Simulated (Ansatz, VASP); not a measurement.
# Two plane-wave programs on Ba2MgAlC6N6

File INCAR:

```
SYSTEM = Ba2MgAlC6N6
PREC = Accurate
ENCUT = 520
EDIFF = 1E-7
ISMEAR = 0
SIGMA = 0.1
LREAL = Auto
LASPH = .True.
NELM = 60
ALGO = Normal
ISIF = 2
LWAVE = .False.
LCHARG = .False.
GGA = PE
NBANDS = 54
```

The input KPOINTS:

```
regular mesh
0
Gamma
  6 6 6
  0 0 0
```

Contents of POSCAR:

```
Ba2MgAlC6N6
1.0
    0.0000000000      5.3036882295      5.3036882295
    5.3036882295      0.0000000000      5.3036882295
    5.3036882295      5.3036882295      0.0000000000
Ba Mg Al C N
2 1 1 6 6
Direct
    0.2500000000      0.2500000000      0.2500000000
    0.7500000000      0.7500000000      0.7500000000
    0.0000000000      0.0000000000      0.0000000000
    0.5000000000      0.5000000000      0.5000000000
    0.7928832182      0.2071167818      0.2071167818
    0.2071167818      0.7928832182      0.2071167818
    0.2071167818      0.2071167818      0.7928832182
    0.2071167818      0.7928832182      0.7928832182
    0.7928832182      0.2071167818      0.7928832182
    0.7928832182      0.7928832182      0.2071167818
    0.6804627865      0.3195372135      0.3195372135
    0.3195372135      0.6804627865      0.3195372135
    0.3195372135      0.3195372135      0.6804627865
    0.3195372135      0.6804627865      0.6804627865
    0.6804627865      0.3195372135      0.6804627865
    0.6804627865      0.6804627865      0.3195372135
```

Input for Ansatz:

```yaml
crystal:
  lattice:
    - [0.0, 5.3036882295, 5.3036882295]
    - [5.3036882295, 0.0, 5.3036882295]
    - [5.3036882295, 5.3036882295, 0.0]
  atoms:
    - { symbol: Ba, position: [0.25, 0.25, 0.25] }
    - { symbol: Ba, position: [0.75, 0.75, 0.75] }
    - { symbol: Mg, position: [0.0, 0.0, 0.0] }
    - { symbol: Al, position: [0.5, 0.5, 0.5] }
    - { symbol: C, position: [0.7928832182, 0.2071167818, 0.2071167818] }
    - { symbol: C, position: [0.2071167818, 0.7928832182, 0.2071167818] }
    - { symbol: C, position: [0.2071167818, 0.2071167818, 0.7928832182] }
    - { symbol: C, position: [0.2071167818, 0.7928832182, 0.7928832182] }
    - { symbol: C, position: [0.7928832182, 0.2071167818, 0.7928832182] }
    - { symbol: C, position: [0.7928832182, 0.7928832182, 0.2071167818] }
    - { symbol: "N", position: [0.6804627865, 0.3195372135, 0.3195372135] }
    - { symbol: "N", position: [0.3195372135, 0.6804627865, 0.3195372135] }
    - { symbol: "N", position: [0.3195372135, 0.3195372135, 0.6804627865] }
    - { symbol: "N", position: [0.3195372135, 0.6804627865, 0.6804627865] }
    - { symbol: "N", position: [0.6804627865, 0.3195372135, 0.6804627865] }
    - { symbol: "N", position: [0.6804627865, 0.6804627865, 0.3195372135] }
basis:
  ecutwfc: 420
kpoints:
  mp_grid: { grid: [6, 6, 6] }
  band_path:
    path:
      - [[0.0, 0.0, 0.0], [0.5, 0.0, 0.5], [0.625, 0.25, 0.625]]
      - [[0.375, 0.375, 0.75], [0.0, 0.0, 0.0], [0.5, 0.5, 0.5], [0.5, 0.25, 0.75], [0.5, 0.0, 0.5]]
    npoints: 10
hamiltonian:
  xc: pbe
scf:
  occupations: { method: gaussian, width: 0.1 }
  n_extra_bands: 40
output:
  forces: true
  stress: true
  eigenvalues: true
  populations: true
  dos: { projected: true, de: 0.02, nscf_kmesh: { grid: [8, 8, 8] } }
  bader: false
  write_density: true
  write_potential: true
  elf: true
  volumetric_format: npy
```

Alike in both runs: task single point; functional PBE; k mesh 6 × 6 × 6; occupations gaussian, width 0.1 eV; no spin polarisation.

|  | VASP | Ansatz |
| --- | --- | --- |
| version | VASP 6.6.1 | Ansatz 0.2.0 |
| potentials or method | VASP PAW PBE potentials, release 64 (Ba_sv, Mg, Al, C, N), cutoff 520 eV | scalar-relativistic, plane waves, PAW |
| valence electrons in the cell | 79 | 87 |

|  | VASP | Ansatz | Ansatz less VASP |
| --- | --- | --- | --- |
| gap on the k mesh at the Fermi level (eV) | none | none | - |
| pressure (GPa) | 0.3 | 0.0 | -0.30 |
| rms of the force components (eV/Å) | 0.147 | 0.000 | -0.1471 |

Atom by atom the forces differ by 0.147 eV/Å (rms over components). A gap of «none» marks a metal or a gap that the smearing closes. One of these differences is far larger than is usual between the two programs; its cause wasn't traced. The functional is the same, so the differences come from potentials, cutoffs and numerics. VASP's potentials hold 79 valence electrons a cell and Ansatz's 87, so a difference there can come from the potentials and not from the codes.

Spin-orbit coupling is off throughout. Noted on VASP's run: the standard files for N, O and F lose accuracy on very short bonds.
